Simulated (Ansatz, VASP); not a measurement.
# Rh: VASP beside Ansatz

```
Rh
1.0
     2.73098    0.00000   -4.42849
     2.73098    0.00000    4.42849
    -2.73098   -4.73019    0.00000
Rh
8
Direct
  0.79167 0.54167 0.33333
  0.29167 0.04167 0.33333
  0.79167 0.54167 0.83333
  0.29167 0.04167 0.83333
  0.70833 0.95833 0.16667
  0.20833 0.45833 0.16667
  0.70833 0.95833 0.66667
  0.20833 0.45833 0.66667
```

Alike in both runs: task single point; functional LDA; k mesh 6 × 6 × 6; occupations gaussian, width 0.15 eV; no spin polarisation.

```csv
,VASP,Ansatz
version,VASP 6.6.1,Ansatz 0.2.0
potentials or method,"VASP PAW LDA potentials, release 64 (Rh_pv), cutoff 520 eV","scalar-relativistic, plane waves, PAW"
valence electrons in the cell,120,136
```

Ansatz gave:

* gap on the k mesh at the Fermi level (eV): none
* pressure (GPa): -19.5
* traceless stress, the component that is largest in VASP (GPa): -0.75
* rms of the force components (eV/Å): 0.004

Q: What did VASP give for the same quantities?

A: gap on the k mesh at the Fermi level (eV): none; pressure (GPa): -18.7; traceless stress, the component that is largest in VASP (GPa): -0.75; rms of the force components (eV/Å): 0.004.

LDA's correlation is that of Perdew and Zunger in VASP and of Perdew and Wang (1992) in Ansatz. Atom by atom the forces differ by 0.000 eV/Å (rms over components). A gap of «none» marks a metal or a gap that the smearing closes. VASP's potentials hold 120 valence electrons a cell and Ansatz's 136, so a difference there can come from the potentials and not from the codes.
